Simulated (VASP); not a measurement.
A run of VASP 6.6.1 is set up as follows.

INCAR

```
SYSTEM = TePb
ALGO = Normal ; EDIFF = 1E-7
ENCUT = 520 ; GGA = PS
ISIF = 2 ; ISMEAR = -1
LASPH = .TRUE. ; LCHARG = .FALSE.
LREAL = .FALSE. ; LWAVE = .FALSE.
NBANDS = 17 ; NELM = 80
PREC = Accurate ; SIGMA = 0.05
```

The input KPOINTS:

```
k-points
0
G
  7 7 7
  0 0 0
```

The input POSCAR:

```
TePb
1.0
    0.0000000000      3.0570747850      3.0570747850
    3.0570747850      0.0000000000      3.0570747850
    3.0570747850      3.0570747850      0.0000000000
Pb Te
1 1
Direct
    0.0000000000      0.0000000000      0.0000000000
    0.5000000000      0.5000000000      0.5000000000
```

Potentials or basis: VASP PAW PBE potentials, release 64 (Pb_d, Te).

Run with:

```sh
$ cat potpaw_PBE.64/Pb_d/POTCAR potpaw_PBE.64/Te/POTCAR > POTCAR
$ mpirun -np 1 vasp_std > vasp.out
```

Question: Predict the pressure.

Answer: 10.0 GPa.

Caveat: the PAW data sets were made with another functional, which shifts forces and pressure a little.
